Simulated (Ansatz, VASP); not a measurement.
## LaPRuO: VASP beside Ansatz

```
La P Ru O
1.0
     4.06652    0.00000    0.00000
     0.00000    4.06652    0.00000
     0.00000    0.00000    8.50005
La P Ru O
2 2 2 2
Direct
  0.00000 0.50000 0.85533
  0.50000 0.00000 0.14467
  0.50000 0.00000 0.63556
  0.00000 0.50000 0.36444
  0.00000 0.00000 0.50000
  0.50000 0.50000 0.50000
  0.50000 0.50000 0.00000
  0.00000 0.00000 0.00000
```

Alike in both runs: functional PBE; k mesh 10 × 10 × 4; occupations gaussian, width 0.1 eV; no spin polarisation.

Ansatz relaxed the structure, and its values are those at the end. VASP's run is a single point on that final structure, the one shown.

```csv
,VASP,Ansatz
version,VASP 6.6.1,Ansatz 0.2.0
potentials or method,"VASP PAW PBE potentials, release 64 (La, P, Ru_pv, O), cutoff 520 eV","scalar-relativistic, plane waves, PAW"
valence electrons in the cell,72,76
```

|  | VASP | Ansatz | Ansatz less VASP |
| --- | --- | --- | --- |
| gap on the k mesh at the Fermi level (eV) | none | none | - |
| pressure (GPa) | -0.2 | 0.0 | +0.21 |
| rms of the force components (eV/Å) | 0.003 | 0.001 | -0.0023 |

A gap of «none» marks a metal or a gap that the smearing closes. The functional is the same, so the differences come from potentials, cutoffs and numerics. VASP's potentials hold 72 valence electrons a cell and Ansatz's 76, so a difference there can come from the potentials and not from the codes.

Spin-orbit coupling is off throughout.
